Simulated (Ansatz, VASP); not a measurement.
## Two plane-wave programs on GaP

```xyz
2
Lattice="0.0000 2.7533 2.7533 2.7533 0.0000 2.7533 2.7533 2.7533 0.0000" Properties=species:S:1:pos:R:3 pbc="T T T"
Ga    0.0000    0.0000    0.0000
P     1.3767    1.3767    1.3767
```

Alike in both runs: functional PBE; k mesh 10 × 10 × 10; occupations gaussian, width 0.02 eV; no spin polarisation.

Ansatz relaxed the structure, and its values are those at the end. VASP's run is a single point on that final structure, the one shown.

```csv
,VASP,Ansatz
version,VASP 6.6.1,Ansatz 0.2.0
potentials or method,"VASP PAW PBE potentials, release 64 (Ga_d, P), cutoff 500 eV","scalar-relativistic, plane waves, PAW"
valence electrons in the cell,18,18
```

```csv
,VASP,Ansatz,Ansatz less VASP
gap on the k mesh at the Fermi level (eV),1.57,1.58,+0.004
least direct gap on the mesh (eV),1.57,1.58,+0.004
pressure (GPa),-0.1,0.0,+0.10
```

With one functional, cell and mesh, what is left measures potentials, basis and numerics.
